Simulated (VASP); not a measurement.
A run of VASP 6.6.1 is set up as follows.

Contents of POSCAR:

```
GaN
1.0
    0.0000000000      2.2262343911      2.2262343911
    2.2262343911      0.0000000000      2.2262343911
    2.2262343911      2.2262343911      0.0000000000
Ga N
1 1
Direct
    0.0000000000      0.0000000000      0.0000000000
    0.7500000000      0.7500000000      0.7500000000
```

Contents of INCAR.step1:

```
SYSTEM = GaN
PREC = Accurate
ENCUT = 1460
ISMEAR = 0
SIGMA = 0.01
LREAL = .False.
LASPH = .True.
NELM = 120
NBANDS = 16
GGA = PE
ALGO = Normal
EDIFF = 1E-5
LWAVE = .True.
LCHARG = .False.
GGA_COMPAT = .False.
```

The input INCAR.step2:

```
SYSTEM = GaN
PREC = Accurate
ENCUT = 1460
EDIFF = 1E-6
ISMEAR = 0
SIGMA = 0.01
LREAL = .False.
LASPH = .True.
NELM = 120
ALGO = Normal
ISIF = 2
LWAVE = .False.
LCHARG = .True.
METAGGA = R2SCAN
LMIXTAU = .True.
LELF = .True.
LVHAR = .True.
NBANDS = 16
ISTART = 1
GGA_COMPAT = .False.
```

Contents of KPOINTS:

```
regular mesh
0
Gamma
  8 8 8
  0 0 0
```

Potentials or basis: VASP PAW PBE potentials, release 64 (Ga_d, N_h).

Command:

```bash
$ cat potpaw_PBE.64/Ga_d/POTCAR potpaw_PBE.64/N_h/POTCAR > POTCAR
$ cp INCAR.step1 INCAR
$ mpirun -np 1 vasp_std > vasp.out
$ cp INCAR.step2 INCAR
$ mpirun -np 1 vasp_std > vasp.out
```

Question: What does it give for the band gap on the k mesh?

Answer: 2.36 eV.

Question: Estimate the pressure.

Answer: 7.4 GPa.

Caveat: the cell stands under pressure; the PAW data sets were made with another functional, which shifts forces and pressure a little.
